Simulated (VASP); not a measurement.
# NbP (P6_3/mmc) in VASP: a series of runs

The runs below take NbP through single point, with PBE.

Program: VASP 6.6.1. These are calculated values, not measurements. Logs are shortened: lines on timing, memory, paths and dates and some standing lists are left out, and cuts for length are marked.

## (1) The cell of the first run

Symmetry: P6_3/mmc, No. 194, hexagonal system. The conventional cell has a = 3.255 Å, b = 3.255 Å, c = 6.693 Å, α = 90.00°, β = 90.00°, γ = 120.00°. Within 3.3 Å of Nb (site symmetry -3m) lie 6 P at 2.52 Å and 6 Nb at 3.26 Å. P (site symmetry -6m2) has 6 Nb at 2.52 Å and 6 P at 3.26 Å within 3.3 Å.

## (2) Single point, PBE (volume scaled by 0.960)

The input, INCAR:

```
  ALGO = Normal
  EDIFF = 1E-6
  ENCUT = 500
  GGA = PE
  GGA_COMPAT = False
  ISIF = 2
  ISMEAR = 0
  LASPH = True
  LCHARG = True
  LELF = True
  LREAL = False
  LVHAR = True
  LWAVE = False
  NBANDS = 26
  NELM = 120
  PREC = Accurate
  SIGMA = 0.05
```

The input, KPOINTS:

```
k-points
0
Gamma
  10 10 8
```

The input, POSCAR:

```
NbP
1.0
    3.2550534161      0.0000000000      0.0000000000
   -1.6275267081      2.8189589490      0.0000000000
    0.0000000000      0.0000000000      6.6926185229
Nb P
2 2
Direct
    0.0000000000      0.0000000000      0.0000000000
    0.0000000000      0.0000000000      0.5000000000
    0.3333333333      0.6666666667      0.2500000000
    0.6666666667      0.3333333333      0.7500000000
```

Potentials or basis: VASP PAW PBE potentials, release 64 (Nb_sv, P).

On the command line:

```
cat potpaw_PBE.64/Nb_sv/POTCAR potpaw_PBE.64/P/POTCAR > POTCAR
mpirun -np 1 vasp_std > vasp.out
```

OUTCAR:

```text
EDIFF = 1E-6
   ENCUT = 500
   GGA = PE
   ISIF = 2
   ISMEAR = 0
   LASPH = True
   LREAL = False
   NELM = 120
   PREC = Accurate

 ion  position               nearest neighbor table
   1  0.000  0.000  0.000-   3 2.52   4 2.52   4 2.52   3 2.52   4 2.52   3 2.52
   2  0.000  0.000  0.500-   3 2.52   4 2.52   4 2.52   3 2.52   4 2.52   3 2.52
   3  0.333  0.667  0.250-   1 2.52   2 2.52   1 2.52   2 2.52   1 2.52   2 2.52
   4  0.667  0.333  0.750-   1 2.52   2 2.52   1 2.52   2 2.52   1 2.52   2 2.52

  LATTYP: Found a hexagonal cell.
 ALAT       =     3.2550534161
 C/A-ratio  =     2.0560702598

  Lattice vectors:

 A1 = (   3.2550534161,   0.0000000000,   0.0000000000)
 A2 = (  -1.6275267081,   2.8189589490,   0.0000000000)
 A3 = (   0.0000000000,   0.0000000000,   6.6926185229)

Analysis of symmetry for initial positions (statically):
=====================================================================
 Subroutine PRICEL returns:
 Original cell was already a primitive cell.

 Routine SETGRP: Setting up the symmetry group for a
 hexagonal supercell.

 Subroutine GETGRP returns: Found 24 space group operations
 (whereof 12 operations were pure point group operations)
 out of a pool of 24 trial point group operations.

The static configuration has the point symmetry D_3d.
 The point group associated with its full space group is D_6h.

Analysis of symmetry for dynamics (positions and initial velocities):
=====================================================================
 Subroutine PRICEL returns:
 Original cell was already a primitive cell.

 Routine SETGRP: Setting up the symmetry group for a
 hexagonal supercell.

 Subroutine GETGRP returns: Found 24 space group operations
 (whereof 12 operations were pure point group operations)
 out of a pool of 24 trial point group operations.

The dynamic configuration has the point symmetry D_3d.
 The point group associated with its full space group is D_6h.

 Subroutine INISYM returns: Found 24 space group operations
 (whereof 12 operations are pure point group operations),
 and found     1 'primitive' translations

----------------------------------------------------------------------------------------

                                     Primitive cell

  volume of cell :      61.4105

  direct lattice vectors                    reciprocal lattice vectors
     3.255053416  0.000000000  0.000000000     0.307214621  0.177370444  0.000000000
    -1.627526708  2.818958949  0.000000000     0.000000000  0.354740888  0.000000000
     0.000000000  0.000000000  6.692618523     0.000000000  0.000000000  0.149418347

  length of vectors
     3.255053416  3.255053416  6.692618523     0.354740888  0.354740888  0.149418347

  position of ions in fractional coordinates (direct lattice)
     0.000000000  0.000000000  0.000000000
     0.000000000  0.000000000  0.500000000
     0.333333333  0.666666667  0.250000000
     0.666666667  0.333333333  0.750000000

  ion indices of the primitive-cell ions
   primitive index   ion index
                 1           1
                 2           2
                 3           3
                 4           4

----------------------------------------------------------------------------------------

 KPOINTS: k-points

Automatic generation of k-mesh.
 Grid dimensions read from file:
 generate k-points for:   10   10    8

 Generating k-lattice:

  Cartesian coordinates                     Fractional coordinates (reciprocal lattice)
     0.030721462  0.017737044  0.000000000     0.100000000  0.000000000  0.000000000
     0.000000000  0.035474089  0.000000000     0.000000000  0.100000000  0.000000000
     0.000000000  0.000000000  0.018677293     0.000000000  0.000000000  0.125000000

  Length of vectors
     0.035474089  0.035474089  0.018677293

  Shift w.r.t. Gamma in fractional coordinates (k-lattice)
     0.000000000  0.000000000  0.000000000

 Subroutine IBZKPT returns following result:
 ===========================================

 Found     70 irreducible k-points:

 Following reciprocal coordinates:
            Coordinates               Weight
  0.000000  0.000000  0.000000      1.000000
  0.100000 -0.000000  0.000000      6.000000
  0.200000 -0.000000  0.000000      6.000000
  0.300000  0.000000  0.000000      6.000000
  0.400000 -0.000000  0.000000      6.000000
  0.500000  0.000000  0.000000      3.000000
[... 16 lines left out ...]
  0.300000  0.100000  0.125000     24.000000
  0.400000  0.100000  0.125000     24.000000
 [... further k-points ...]
   k-points           NKPTS =     70   k-points in BZ     NKDIM =     70   number of bands    NBANDS=     26
   number of dos      NEDOS =    301   number of ions     NIONS =      4
   total plane-waves  NPLWV =  28800
   dimension x,y,z NGX =    24 NGY =   24 NGZ =   50
   dimension x,y,z NGXF=    48 NGYF=   48 NGZF=  100
   ions per type =               2   2
   NGX,Y,Z   is equivalent  to a cutoff of  12.26, 12.26, 12.42 a.u.
   NGXF,Y,Z  is equivalent  to a cutoff of  24.52, 24.52, 24.84 a.u.
 SYSTEM =  unknown system
   PREC   = accura    normal or accurate (medium, high low for compatibility)
   ISTART =      0    job   : 0-new  1-cont  2-samecut
   ICHARG =      2    charge: 1-file 2-atom 10-const
   ISPIN  =      1    spin polarized calculation?
   LNONCOLLINEAR =      F non collinear calculations
   LSORBIT =      F    spin-orbit coupling
   LASPH  =      T    aspherical Exc in radial PAW
   ENCUT  =  500.0 eV  36.75 Ry    6.06 a.u.   5.93  5.93 12.20*2*pi/ulx,y,z
   NELM   =    120;   NELMIN=  2; NELMDL= -5     # of ELM steps
   EDIFF  = 0.1E-05   stopping-criterion for ELM
   LREAL  =      F    real-space projection
   EDIFFG = 0.1E-04   stopping-criterion for IOM
   NSW    =      0    number of steps for IOM
   IBRION =     -1    ionic relax: 0-MD 1-quasi-New 2-CG
   NFREE  =      0    steps in history (QN), initial steepest desc. (CG)
   ISIF   =      2    stress and relaxation
   ISYM   =      2    0-nonsym 1-usesym 2-fastsym
   POTIM  = 0.5000    time-step for ionic-motion
   TEBEG  =    0.0;   TEEND  =   0.0 temperature during run
   PSTRESS=    0.0 pullay stress
   NELECT =      36.0000    total number of electrons
   NUPDOWN=      -1.0000    fix difference up-down
   EMIN   =  10.00;   EMAX   =-10.00  energy-range for DOS
   EFERMI =   0.00;   METHOD = LEGACY
   ISMEAR =     0;   SIGMA  =   0.05  broadening in eV -4-tet -1-fermi 0-gaus
   EFERMI_NEDOS =   21; number of points for ismear=-14 and -15
   IALGO  =     38    algorithm
   IMIX   =      4    mixing-type and parameters
     AMIX     =   0.40;   BMIX     =  1.00
     AMIX_MAG =   1.60;   BMIX_MAG =  1.00
  volume/ion in A,a.u.               =      15.35       103.60
  Fermi-wavevector in a.u.,A,eV,Ry     =   1.370129  2.589168 25.541571  1.877253
  Thomas-Fermi vector in A             =   2.495942
   LORBIT       =      0    0 simple, 1 ext, 2 COOP (PROOUT), +10 PAW based schemes
   GGA     = PE    functional components
   LHFCALC =     F    Hartree Fock is set to
   AEXX    =    0.0000 exact exchange contribution
   IVDW    =     0    specifies the selected vdW correction
   LEPSILON=     F    determine dielectric tensor
   LRPA    =     F    only Hartree local field effects (RPA)
 non-spin polarized calculation
 Gauss-broadening in eV      SIGMA  =   0.05
  energy-cutoff  :      500.00
  volume of cell :       61.41
 maximum number of plane-waves:      1579
 NGX is ok and might be reduce to    24
   NGX = 11   NGY = 11   NGZ = 25

 number of electron      36.0000002 magnetization

 Free energy of the ion-electron system (eV)
  ---------------------------------------------------
  ext. energy  EPLUGINS =         0.00000000
  ---------------------------------------------------
  free energy    TOTEN  =       -35.02801720 eV

  energy without entropy =      -35.02445120  energy(sigma->0) =      -35.02623420

 E-fermi :  11.2593     XC(G=0): -12.2270

 val. band max:       11.2510973045   @ k =   0.1000  -0.0000   0.2500
 cond. band min:      11.2677348219   @ k =   0.1000  -0.0000   0.3750
 fundamental gap:      0.0166375174
 Fermi energy:        11.2592546240

 k-point     1 :       0.0000    0.0000    0.0000
  band No.  band energies     occupation
      1     -43.5641      2.00000
      2     -43.5447      2.00000
      3     -19.9288      2.00000
      4     -19.6198      2.00000
      5     -19.4595      2.00000
      6     -19.4595      2.00000
[... 18 lines left out ...]
     25      16.7095      0.00000
     26      18.1189      0.00000

 k-point     2 :       0.1000   -0.0000    0.0000
  band No.  band energies     occupation
      1     -43.5594      2.00000
      2     -43.5402      2.00000
      3     -19.9177      2.00000
      4     -19.6131      2.00000
      5     -19.5067      2.00000
      6     -19.4786      2.00000
[... 18 lines left out ...]
     25      17.0160      0.00000
     26      17.6122      0.00000

 k-point     3 :       0.2000   -0.0000    0.0000
  band No.  band energies     occupation
      1     -43.5472      2.00000
      2     -43.5284      2.00000
      3     -19.8887      2.00000
      4     -19.6283      2.00000
      5     -19.5965      2.00000
      6     -19.5913      2.00000
[... 18 lines left out ...]
     25      16.0283      0.00000
     26      17.4572      0.00000

 k-point     4 :       0.3000    0.0000    0.0000
  band No.  band energies     occupation
      1     -43.5321      2.00000
      2     -43.5137      2.00000
      3     -19.8530      2.00000
      4     -19.7746      2.00000
      5     -19.7303      2.00000
      6     -19.5735      2.00000
[... 18 lines left out ...]
     25      15.7871      0.00000
     26      17.9738      0.00000
[... 496 lines left out ...]
      1     -43.5366      2.00000
      2     -43.5195      2.00000
      3     -19.8546      2.00000
      4     -19.7119      2.00000
      5     -19.6737      2.00000
      6     -19.5921      2.00000
[... 18 lines left out ...]
     25      16.0567      0.00000
     26      17.0958      0.00000

 k-point    23 :       0.3000    0.1000    0.1250
  band No.  band energies     occupation
      1     -43.5229      2.00000
      2     -43.5062      2.00000
      3     -19.8373      2.00000
      4     -19.8192      2.00000
      5     -19.7891      2.00000
      6     -19.5720      2.00000
[... 18 lines left out ...]
     25      16.4367      0.00000
     26      17.4795      0.00000

 k-point    24 :       0.4000    0.1000    0.1250
  band No.  band energies     occupation
      1     -43.5144      2.00000
      2     -43.4979      2.00000
      3     -19.9092      2.00000
      4     -19.8599      2.00000
      5     -19.8011      2.00000
      6     -19.5933      2.00000
[... 18 lines left out ...]
     25      16.8367      0.00000
     26      17.3822      0.00000

 [... further k-points ...]

------------------------ aborting loop because EDIFF is reached ----------------------------------------

  FORCE on cell =-STRESS in cart. coord.  units (eV):
  Direction    XX          YY          ZZ          XY          YZ          ZX
  --------------------------------------------------------------------------------------
  -------------------------------------------------------------------------------------
  Total        2.8223906      2.8223906      2.7969426     -0.0000000      0.0000000      0.0000000
  in kB       73.6350791     73.6350791     72.9711495     -0.0000000      0.0000000      0.0000000
  external PRESSURE =      73.4137693 kB  Pullay stress =       0.0000000 kB

 VOLUME and BASIS-vectors are now :
 -----------------------------------------------------------------------------
  energy-cutoff  :      500.00
  volume of cell :       61.41
      direct lattice vectors                 reciprocal lattice vectors
     3.255053416  0.000000000  0.000000000     0.307214621  0.177370444  0.000000000
    -1.627526708  2.818958949  0.000000000     0.000000000  0.354740888  0.000000000
     0.000000000  0.000000000  6.692618523     0.000000000  0.000000000  0.149418347

 POSITION                                       TOTAL-FORCE (eV/Angst)
 -----------------------------------------------------------------------------------
      0.00000      0.00000      0.00000        -0.000000      0.000000     -0.000000
      0.00000      0.00000      3.34631        -0.000000      0.000000     -0.000000
     -0.00000      1.87931      1.67315        -0.000000      0.000000      0.000000
      1.62753      0.93965      5.01946         0.000000     -0.000000      0.000000
 -----------------------------------------------------------------------------------
    total drift:                               -0.000000      0.000000      0.000000

  FREE ENERGIE OF THE ION-ELECTRON SYSTEM (eV)
  ---------------------------------------------------
  free  energy   TOTEN  =       -35.0280171960 eV

  energy  without entropy=      -35.0244511984  energy(sigma->0) =      -35.02623420
```

Wall time 57 s (1 thread of AMD EPYC 9R45 (Zen 5), shared host); peak memory 0.2 GiB.

Results:

| Quantity | Value |
| --- | --- |
| Free energy | -35.0280 eV |
| Pressure | 7.3 GPa |
| Band gap on the k mesh | zero (band 18 reaches 11.61 eV, above the bottom of band 19 at 11.03 eV) |

Levels at points of the mesh, in eV from the Fermi level:
```
           k point  band 16  band 17  band 18  band 19  band 20  band 21
(0.00, 0.00, 0.00)    -0.57    -0.57    -0.03    -0.03     1.46     1.46
(0.50, 0.00, 0.00)    -2.48    -1.53    -0.29     0.79     3.02     3.14
(0.00, 0.00, 0.50)    -1.93     0.18     0.18     0.61     0.61     0.61
(0.50, 0.00, 0.50)    -2.41    -1.60    -1.60     2.88     2.88     3.12
```

## (3) Single point, PBE (volume scaled by 0.980)

The input, INCAR:

```
PREC = Accurate
ENCUT = 500
EDIFF = 1E-6
ISMEAR = 0
SIGMA = 0.05
LREAL = F
LASPH = T
NELM = 120
ALGO = Normal
ISIF = 2
LWAVE = F
LCHARG = F
GGA = PE
NBANDS = 26
GGA_COMPAT = F
```

The input, KPOINTS:

```
regular mesh
0
Gamma
  10 10 8
```

The input, POSCAR:

```
NbP
1.0
    3.2856207777      0.0000000000      0.0000000000
   -1.6428103889      2.8454310607      0.0000000000
    0.0000000000      0.0000000000      6.7055172003
Nb P
2 2
Direct
    0.0000000000      0.0000000000      0.0000000000
    0.0000000000      0.0000000000      0.5000000000
    0.3333333333      0.6666666667      0.2500000000
    0.6666666667      0.3333333333      0.7500000000
```

Potentials or basis: VASP PAW PBE potentials, release 64 (Nb_sv, P).

On the command line:

```
cat potpaw_PBE.64/Nb_sv/POTCAR potpaw_PBE.64/P/POTCAR > POTCAR
mpirun -np 1 vasp_std > vasp.out
```

OUTCAR:

```text
PREC = Accurate
   ENCUT = 500
   EDIFF = 1E-6
   ISMEAR = 0
   LREAL = F
   LASPH = T
   NELM = 120
   ISIF = 2
   GGA = PE

 ion  position               nearest neighbor table
   1  0.000  0.000  0.000-   3 2.53   4 2.53   4 2.53   3 2.53   4 2.53   3 2.53
   2  0.000  0.000  0.500-   3 2.53   4 2.53   4 2.53   3 2.53   4 2.53   3 2.53
   3  0.333  0.667  0.250-   1 2.53   2 2.53   1 2.53   2 2.53   1 2.53   2 2.53
   4  0.667  0.333  0.750-   1 2.53   2 2.53   1 2.53   2 2.53   1 2.53   2 2.53

[... 899 lines left out ...]
  Direction    XX          YY          ZZ          XY          YZ          ZX
  --------------------------------------------------------------------------------------
  -------------------------------------------------------------------------------------
  Total        1.2857357      1.2857357      1.2508471     -0.0000000      0.0000000      0.0000000
  in kB       32.8597681     32.8597681     31.9681142     -0.0000000      0.0000000      0.0000000
  external PRESSURE =      32.5625501 kB  Pullay stress =       0.0000000 kB

 VOLUME and BASIS-vectors are now :
 -----------------------------------------------------------------------------
  energy-cutoff  :      500.00
  volume of cell :       62.69
      direct lattice vectors                 reciprocal lattice vectors
     3.285620778  0.000000000  0.000000000     0.304356488  0.175720300  0.000000000
    -1.642810389  2.845431061  0.000000000     0.000000000  0.351440600  0.000000000
     0.000000000  0.000000000  6.705517200     0.000000000  0.000000000  0.149130928

 POSITION                                       TOTAL-FORCE (eV/Angst)
 -----------------------------------------------------------------------------------
      0.00000      0.00000      0.00000         0.000000      0.000000     -0.000000
      0.00000      0.00000      3.35276        -0.000000      0.000000     -0.000000
     -0.00000      1.89695      1.67638        -0.000000      0.000000      0.000000
      1.64281      0.94848      5.02914         0.000000     -0.000000     -0.000000
 -----------------------------------------------------------------------------------
    total drift:                               -0.000000      0.000000      0.000000

  FREE ENERGIE OF THE ION-ELECTRON SYSTEM (eV)
  ---------------------------------------------------
  free  energy   TOTEN  =       -35.0710217917 eV

  energy  without entropy=      -35.0670317509  energy(sigma->0) =      -35.06902677
```

OSZICAR:

```text
N       E                     dE             d eps       ncg     rms          rms(c)
DAV:   1     0.339432989805E+03    0.33943E+03   -0.18483E+04  3640   0.134E+03
DAV:   2    -0.120637603994E+02   -0.35150E+03   -0.34136E+03  4392   0.488E+02
DAV:   3    -0.361342727512E+02   -0.24071E+02   -0.23642E+02  6720   0.101E+02
DAV:   4    -0.373161257500E+02   -0.11819E+01   -0.11755E+01  5280   0.179E+01
DAV:   5    -0.373680663320E+02   -0.51941E-01   -0.51871E-01  6350   0.414E+00    0.131E+01
DAV:   6    -0.350631160755E+02    0.23050E+01   -0.87788E+00  5524   0.197E+01    0.490E+00
DAV:   7    -0.350726291373E+02   -0.95131E-02   -0.60904E-01  5306   0.433E+00    0.311E+00
DAV:   8    -0.350708763147E+02    0.17528E-02   -0.86718E-02  5892   0.186E+00    0.536E-01
DAV:   9    -0.350706490316E+02    0.22728E-03   -0.58912E-03  5560   0.427E-01    0.327E-01
DAV:  10    -0.350710545580E+02   -0.40553E-03   -0.20398E-03  4324   0.430E-01    0.807E-02
DAV:  11    -0.350710274914E+02    0.27067E-04   -0.12718E-04  5654   0.103E-01    0.240E-02
DAV:  12    -0.350710238948E+02    0.35966E-05   -0.70298E-06  5068   0.245E-02    0.114E-02
DAV:  13    -0.350710220562E+02    0.18387E-05   -0.11442E-06  2762   0.105E-02    0.355E-03
DAV:  14    -0.350710217917E+02    0.26450E-06   -0.38379E-07  2508   0.776E-03
   1 F= -.35071022E+02 E0= -.35069027E+02  d E =-.399004E-02
```

stdout:

```text
POSCAR found type information on POSCAR NbP
 POSCAR found :  2 types and       4 ions
 scaLAPACK will be used
 LDA part: xc-table for (Slater+PW92), standard interpolation
 POSCAR, INCAR and KPOINTS ok, starting setup
 FFT: planning ... GRIDC
 FFT: planning ... GRID_SOFT
 FFT: planning ... GRID
 WAVECAR not read
 entering main loop
```

Wall time 57 s (1 thread of AMD EPYC 9R45 (Zen 5), shared host); peak memory 0.2 GiB.

Results:

```
Free energy            : -35.0710 eV
Pressure               : 3.3 GPa
Band gap on the k mesh : zero (band 18 reaches 11.30 eV, above the bottom of band 19 at 10.76 eV)
```

(Part 1 of 2 ends here.)
